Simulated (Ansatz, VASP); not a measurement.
TiSi in VASP and in Ansatz

The input POSCAR:

```
TiSi
1.0
    0.0000000000     -3.1482442955      3.1482442955
    3.1482442955     -3.1482442955      0.0000000000
    3.1482442955      0.0000000000      3.1482442955
Ti Si
2 2
Direct
    0.0000000000      0.0000000000      0.0000000000
    0.7500000000      0.7500000000      0.7500000000
    0.2500000000      0.2500000000      0.2500000000
    0.5000000000      0.5000000000      0.5000000000
```

INCAR.step1

```
SYSTEM = TiSi
PREC = Accurate
ENCUT = 600
ISMEAR = 0
SIGMA = 0.1
LREAL = .FALSE.
LASPH = .TRUE.
NELM = 60
GGA = PE
ALGO = Normal
EDIFF = 1E-4
LWAVE = .TRUE.
LCHARG = .FALSE.
```

The input INCAR.step2:

```
SYSTEM = TiSi
PREC = Accurate
ENCUT = 600
EDIFF = 1E-6
ISMEAR = 0
SIGMA = 0.1
LREAL = .FALSE.
LASPH = .TRUE.
NELM = 60
ALGO = Normal
ISIF = 3
LWAVE = .FALSE.
LCHARG = .FALSE.
METAGGA = R2SCAN
LMIXTAU = .TRUE.
IBRION = 2
NSW = 80
EDIFFG = -0.015
ISTART = 1
```

Contents of KPOINTS:

```
Automatic mesh
0
G
  12 12 12
  0 0 0
```

Input for Ansatz:

```yaml
crystal:
  lattice:
    - [0.0, -3.1482442955, 3.1482442955]
    - [3.1482442955, -3.1482442955, 0.0]
    - [3.1482442955, 0.0, 3.1482442955]
  atoms:
    - { symbol: Ti, position: [0.0, 0.0, 0.0] }
    - { symbol: Si, position: [0.25, 0.25, 0.25] }
    - { symbol: Si, position: [0.5, 0.5, 0.5] }
    - { symbol: Ti, position: [0.75, 0.75, 0.75] }
basis:
  ecutwfc: 500
kpoints:
  mp_grid: { grid: [12, 12, 12] }
hamiltonian:
  xc: r2scan
scf:
  occupations: { method: gaussian, width: 0.1 }
output:
  forces: true
  stress: true
  eigenvalues: true
  write_density: true
  write_potential: true
  elf: true
  volumetric_format: npy
relax:
  adjacent_minimum: "off"
  f_tol: 0.015
  max_steps: 60
  cell: { stress_tol: 0.15 }
```

Alike in both runs: task relaxation of cell and atoms; functional r2SCAN; k mesh 12 × 12 × 12; occupations gaussian, width 0.1 eV; no spin polarisation.

```csv
,VASP,Ansatz
version,VASP 6.6.1,Ansatz 0.2.0
potentials or method,"VASP PAW PBE potentials, release 64 (Ti_sv, Si), cutoff 600 eV","scalar-relativistic, plane waves, PAW"
valence electrons in the cell,32,32
```

|  | VASP | Ansatz | Ansatz less VASP |
| --- | --- | --- | --- |
| gap on the k mesh at the Fermi level, each at its own relaxed structure (eV) | none | none | - |
| relaxed volume (Å³/atom) | 14.33 | 14.29 | -0.046 |
| relaxed cell length with the largest relative difference (Å) | 4.328 | 4.324 | -0.0046 |

VASP's potentials were made for PBE, not for r2SCAN. A gap of «none» marks a metal or a gap that the smearing closes.
